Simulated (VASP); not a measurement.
Wanted: the native input for a VASP 6.6.1 run.

```yaml
Task: single point
Functional: r2SCAN
Potentials_or_basis: VASP PAW PBE potentials, release 64 (Al, Ni)
Cutoff: 520 eV
k_mesh: 16 × 16 × 14
Occupations: gaussian, width 0.1 eV
Spin: no spin polarisation
Dipole_correction: no
Further_INCAR_settings: ALGO = Normal; EDIFF = 1e-06; NBANDS = 14
```

The system is AlNi.

```xyz
2
Lattice="1.9387 -1.9532 0.0000 1.9387 1.9532 0.0000 0.0000 0.0000 3.0994" Properties=species:S:1:pos:R:3 pbc="T T T"
Al    0.0000    0.0000    0.0000
Ni    1.9387    0.0000    1.5497
```

These files were run (other wordings do the same):

POSCAR

```
AlNi
1.0
    1.9386940000     -1.9531901500      0.0000000000
    1.9386940000      1.9531901500      0.0000000000
    0.0000000000      0.0000000000      3.0994300413
Al Ni
1 1
Direct
    0.0000000000      0.0000000000      0.0000000000
    0.5000000000      0.5000000000      0.5000000000
```

INCAR.step1

```
ALGO = Normal ; EDIFF = 1E-4
ENCUT = 520 ; GGA = PE
ISMEAR = 0 ; LASPH = True
LCHARG = False ; LREAL = False
LWAVE = True ; NBANDS = 14
NELM = 80 ; PREC = Accurate
SIGMA = 0.1
```

INCAR.step2

```
ALGO = Normal ; EDIFF = 1E-6
ENCUT = 520 ; ISIF = 2
ISMEAR = 0 ; ISTART = 1
LASPH = True ; LCHARG = False
LMIXTAU = True ; LREAL = False
LWAVE = False ; METAGGA = R2SCAN
NBANDS = 14 ; NELM = 80
PREC = Accurate ; SIGMA = 0.1
```

KPOINTS

```
k-points
0
Gamma
  16 16 14
```

Potentials or basis: VASP PAW PBE potentials, release 64 (Al, Ni).

Command:

```sh
$ cat potpaw_PBE.64/Al/POTCAR potpaw_PBE.64/Ni/POTCAR > POTCAR
$ cp INCAR.step1 INCAR
$ mpirun -np 1 vasp_std > vasp.out
$ cp INCAR.step2 INCAR
$ mpirun -np 1 vasp_std > vasp.out
```

It gave:

```yaml
Pressure: 0.4 GPa
Band_gap_on_the_k_mesh: zero (an odd number of electrons rules out a gap without spin polarisation)
```

Caveat: the stress differs along the axes, from -4 to 4 GPa; the PAW data sets were made with another functional, which shifts forces and pressure a little.

Wall time 5.6 min on 1 thread of Intel(R) Xeon(R) Platinum 8259CL CPU @ 2.50GHz (Skylake/Cascade Lake), on a shared host, peak memory 0.3 GiB.
